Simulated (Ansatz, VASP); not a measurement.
Two plane-wave programs on SiC

The input INCAR:

```
SYSTEM = SiC
ALGO = Normal
EDIFF = 1E-6
ENCUT = 520
GGA = PS
ISIF = 2
ISMEAR = 0
LASPH = .True.
LCHARG = .False.
LREAL = .False.
LWAVE = .False.
NBANDS = 11
NELM = 100
PREC = Accurate
SIGMA = 0.05
```

File KPOINTS:

```
k-points
0
Gamma
  10 10 10
  0 0 0
```

File POSCAR:

```
SiC
1.0
    0.0000000000      2.1964702184      2.1964702184
    2.1964702184      0.0000000000      2.1964702184
    2.1964702184      2.1964702184      0.0000000000
Si C
1 1
Direct
    0.0058896629     -0.0058896629      0.0058896629
    0.7362283587      0.7637716413      0.7362283587
```

Input for Ansatz:

```yaml
crystal:
  lattice:
    - [0.0, 2.1964702184, 2.1964702184]
    - [2.1964702184, 0.0, 2.1964702184]
    - [2.1964702184, 2.1964702184, 0.0]
  atoms:
    - { symbol: Si, position: [0.0058896629, -0.0058896629, 0.0058896629] }
    - { symbol: C, position: [0.7362283587, 0.7637716413, 0.7362283587] }
basis:
  ecutwfc: 520.0
kpoints:
  mp_grid: { grid: [10, 10, 10] }
hamiltonian:
  xc: pbesol
scf:
  occupations: { method: gaussian, width: 0.05 }
output:
  forces: true
  stress: true
  eigenvalues: true
```

Change from the starting cell: mode 6 frozen in at -0.060 Å, equal normal strain along x, y and z +0.0083.

Alike in both runs: task single point; functional PBEsol; k mesh 10 × 10 × 10; occupations gaussian, width 0.05 eV; no spin polarisation.

```csv
,VASP,Ansatz
version,VASP 6.6.1,Ansatz 0.2.0
potentials or method,"VASP PAW PBE potentials, release 64 (Si, C), cutoff 520 eV","scalar-relativistic, plane waves, PAW"
valence electrons in the cell,8,8
```

```csv
,VASP,Ansatz,Ansatz less VASP
gap on the k mesh at the Fermi level (eV),0.86,0.86,+0.008
least direct gap on the mesh (eV),4.21,4.22,+0.007
pressure (GPa),-4.1,-4.4,-0.34
"traceless stress, the component that is largest in VASP (GPa)",-4.81,-4.73,+0.076
rms of the force components (eV/Å),0.897,0.894,-0.0030
```

VASP's potentials were made for PBE, not for PBEsol. Atom by atom the forces differ by 0.003 eV/Å (rms over components).
